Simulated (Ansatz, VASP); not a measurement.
Ga: VASP beside Ansatz

File INCAR:

```
PREC = Accurate ; ENCUT = 520
EDIFF = 1E-8 ; ISMEAR = -1
SIGMA = 0.05 ; LREAL = False
LASPH = True ; NELM = 100
ALGO = Normal ; ISIF = 2
LWAVE = False ; LCHARG = False
GGA = PS ; LEFG = True
NBANDS = 34
```

File KPOINTS:

```
regular mesh
0
Gamma
  9 9 8
```

File POSCAR:

```
Ga
1.0
    2.2850290614     -3.8727005052      0.0000000000
    2.2850290614      3.8727005052      0.0000000000
    0.0000000000      0.0000000000      4.5761370792
Ga
4
Direct
    0.1525000000      0.8475000000      0.0785000000
    0.6525000000      0.3475000000      0.4215000000
    0.8475000000      0.1525000000      0.9215000000
    0.3475000000      0.6525000000      0.5785000000
```

Input for Ansatz:

```yaml
crystal:
  lattice:
    - [2.2850290614, -3.8727005052, 0.0]
    - [2.2850290614, 3.8727005052, 0.0]
    - [0.0, 0.0, 4.5761370792]
  atoms:
    - { symbol: Ga, position: [0.1525, 0.8475, 0.0785] }
    - { symbol: Ga, position: [0.6525, 0.3475, 0.4215] }
    - { symbol: Ga, position: [0.8475, 0.1525, 0.9215] }
    - { symbol: Ga, position: [0.3475, 0.6525, 0.5785] }
kpoints:
  mp_grid: { grid: [9, 9, 8] }
scf:
  occupations: { method: fermi_dirac, width: 0.05 }
hamiltonian:
  xc: pbesol
  pseudopotentials: { kind: paw }
output:
  forces: true
  stress: true
  eigenvalues: true
  efg: { contact_densities: true }
```

Change from the starting cell: volume scaled by 1.04, PAW files.

Alike in both runs: task electric field gradients; functional PBEsol; k mesh 9 × 9 × 8; occupations fermi-dirac, width 0.05 eV; no spin polarisation.

```csv
,VASP,Ansatz
version,VASP 6.6.1,Ansatz 0.2.0
potentials or method,"VASP PAW PBE potentials, release 64 (Ga_d)","PAW with Ansatz's default frozen-core files, scalar-relativistic"
plane-wave cutoff (eV),520,420
valence electrons in the cell,52,52
```

Ansatz gave:

| Quantity | Value |
| --- | --- |
| pressure (GPa) | -3.1 |
| traceless stress, the component that is largest in VASP (GPa) | 1.12 |
| rms of the force components (eV/Å) | 0.242 |
| size of Vzz on the site where it differs most (V/Å²) | 51.2 |

Question: What did VASP give for the same quantities?

Answer: Pressure (GPa): -3.1; traceless stress, the component that is largest in VASP (GPa): 1.10; rms of the force components (eV/Å): 0.239; size of Vzz on the site where it differs most (V/Å²): 48.9.

VASP's potentials were made for PBE, not for PBEsol. Atom by atom the forces differ by 0.003 eV/Å (rms over components).
